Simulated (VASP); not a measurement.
Write the native input for VASP 6.6.1 that does the following.

| Item | Value |
| --- | --- |
| Task | single point |
| Functional | r2SCAN |
| Potentials or basis | VASP PAW PBE potentials, release 64 (Ru_pv) |
| Cutoff | 520 eV |
| k mesh | 24 × 24 × 12 |
| Occupations | gaussian, width 0.1 eV |
| Spin | no spin polarisation |
| Dipole correction | no |
| Further INCAR settings | ALGO = Normal; EDIFF = 1e-07; NBANDS = 21 |

Crystal: Ru.

```xyz
2
Lattice="2.7025 0.0000 0.0000 -1.3512 2.3404 0.0000 0.0000 0.0000 4.2658" Properties=species:S:1:pos:R:3 pbc="T T T"
Ru    0.0000    1.5603    1.0665
Ru    1.3512    0.7801    3.1994
```

These files were run (other wordings do the same):

POSCAR

```
Ru
1.0
    2.7024647917      0.0000000000      0.0000000000
   -1.3512323959      2.3404031625      0.0000000000
    0.0000000000      0.0000000000      4.2658390119
Ru
2
Direct
    0.3333333333      0.6666666667      0.2500000000
    0.6666666667      0.3333333333      0.7500000000
```

INCAR.step1

```
PREC = Accurate
ENCUT = 520
ISMEAR = 0
SIGMA = 0.1
LREAL = F
LASPH = T
NELM = 80
NBANDS = 21
GGA = PE
ALGO = Normal
EDIFF = 1E-4
LWAVE = T
LCHARG = F
```

INCAR.step2

```
PREC = Accurate
ENCUT = 520
EDIFF = 1E-7
ISMEAR = 0
SIGMA = 0.1
LREAL = F
LASPH = T
NELM = 80
ALGO = Normal
ISIF = 2
LWAVE = F
LCHARG = F
METAGGA = R2SCAN
LMIXTAU = T
NBANDS = 21
ISTART = 1
```

KPOINTS

```
regular mesh
0
Gamma
  24 24 12
```

Potentials or basis: VASP PAW PBE potentials, release 64 (Ru_pv).

The run is started by

```bash
$ cat potpaw_PBE.64/Ru_pv/POTCAR > POTCAR
$ cp INCAR.step1 INCAR
$ mpirun -np 1 vasp_std > vasp.out
$ cp INCAR.step2 INCAR
$ mpirun -np 1 vasp_std > vasp.out
```

Results of the run:

```
Pressure               : 1.6 GPa
Band gap on the k mesh : zero (bands 14 and 15 overlap by 3.33 eV)
```

Caveat: the PAW data sets were made with another functional, which shifts forces and pressure a little.

It took 16 min on 1 thread of Intel Xeon 8259CL, with other jobs on the host, peak memory 0.3 GiB.
